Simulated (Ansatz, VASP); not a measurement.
**MgO in VASP and in Ansatz**

File INCAR:

```
SYSTEM = MgO
PREC = Accurate
ENCUT = 840
EDIFF = 1E-6
ISMEAR = -5
SIGMA = 0.05
LREAL = .False.
LASPH = .True.
NELM = 120
ALGO = Normal
ISIF = 2
LWAVE = .False.
LCHARG = .True.
GGA = CA
LELF = .True.
LVHAR = .True.
NBANDS = 15
GGA_COMPAT = .False.
```

File KPOINTS:

```
Automatic mesh
0
Gamma
  11 11 11
  0 0 0
```

File POSCAR:

```
MgO
1.0
    0.0000000000      2.0829271338      2.0829271338
    2.0829271338      0.0000000000      2.0829271338
    2.0829271338      2.0829271338      0.0000000000
Mg O
1 1
Direct
    0.0000000000      0.0000000000      0.0000000000
    0.5000000000      0.5000000000      0.5000000000
```

The input input.yaml:

```yaml
crystal:
  lattice:
    - [0.0, 2.0829271338, 2.0829271338]
    - [2.0829271338, 0.0, 2.0829271338]
    - [2.0829271338, 2.0829271338, 0.0]
  atoms:
    - { symbol: Mg, position: [0.0, 0.0, 0.0] }
    - { symbol: O, position: [0.5, 0.5, 0.5] }
hamiltonian:
  xc: lda
  pseudopotentials: { kind: paw }
kpoints:
  mp_grid: { grid: [11, 11, 11] }
scf:
  occupations: { method: tetrahedron }
output:
  forces: true
  stress: true
```

Alike in both runs: task single point; functional LDA; k mesh 11 × 11 × 11; occupations tetrahedron; no spin polarisation.

|  | VASP | Ansatz |
| --- | --- | --- |
| version | VASP 6.6.1 | Ansatz 0.2.0 |
| potentials or method | VASP PAW LDA potentials, release 64 (Mg_sv, O) | Ansatz PAW |
| plane-wave cutoff (eV) | 840 | 420 |
| valence electrons in the cell | 16 | 16 |

VASP gave:

| Property | Result |
| --- | --- |
| gap on the k mesh at the Fermi level (eV) | 5.00 |
| least direct gap on the mesh (eV) | 5.00 |
| pressure (GPa) | -0.2 |

Problem. Estimate Ansatz's values.

Solution. gap on the k mesh at the Fermi level (eV): 4.99; least direct gap on the mesh (eV): 4.99; pressure (GPa): -0.8.

LDA's correlation is that of Perdew and Zunger in VASP and of Perdew and Wang (1992) in Ansatz.

Noted on Ansatz's run: odd divisions of the mesh miss points on the zone boundary, where band edges often lie, so the gap on the mesh can be too wide.
